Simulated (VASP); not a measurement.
A run of VASP 6.6.1:

File INCAR:

```
SYSTEM = KMgF3
ALGO = Normal ; EDIFF = 1E-6
ENCUT = 520 ; GGA = PE
ISIF = 2 ; ISMEAR = 0
LASPH = .TRUE. ; LCHARG = .FALSE.
LREAL = .FALSE. ; LWAVE = .FALSE.
NBANDS = 24 ; NELM = 100
PREC = Accurate ; SIGMA = 0.02
```

Contents of KPOINTS:

```
k-points
0
G
  6 6 6
  0 0 0
```

The input POSCAR:

```
KMgF3
1.0
    3.9714246825      0.0000000000      0.0000000000
    0.0000000000      3.9714246825      0.0000000000
    0.0000000000      0.0000000000      3.9714246825
K Mg F
1 1 3
Direct
    0.5000000000      0.5000000000      0.5000000000
    0.0000000000      0.0000000000      0.0000000000
    0.5000000000      0.0000000000      0.0000000000
    0.0000000000      0.5000000000      0.0000000000
    0.0000000000      0.0000000000      0.5000000000
```

Potentials or basis: VASP PAW PBE potentials, release 64 (K_sv, Mg, F).

Run with:

```console
$ cat potpaw_PBE.64/K_sv/POTCAR potpaw_PBE.64/Mg/POTCAR potpaw_PBE.64/F/POTCAR > POTCAR
$ mpirun -np 1 vasp_std > vasp.out
```

Hardware: 1 thread of Intel(R) Xeon(R) 6975P-C (Granite Rapids), with other jobs on the host.

**Question.** Estimate the wall time of this run.

**Answer.** Wall time 14 s on 1 thread of Intel(R) Xeon(R) 6975P-C (Granite Rapids) (shared host), peak memory 0.18 GiB. Counts: scf iterations 13, k points 20.
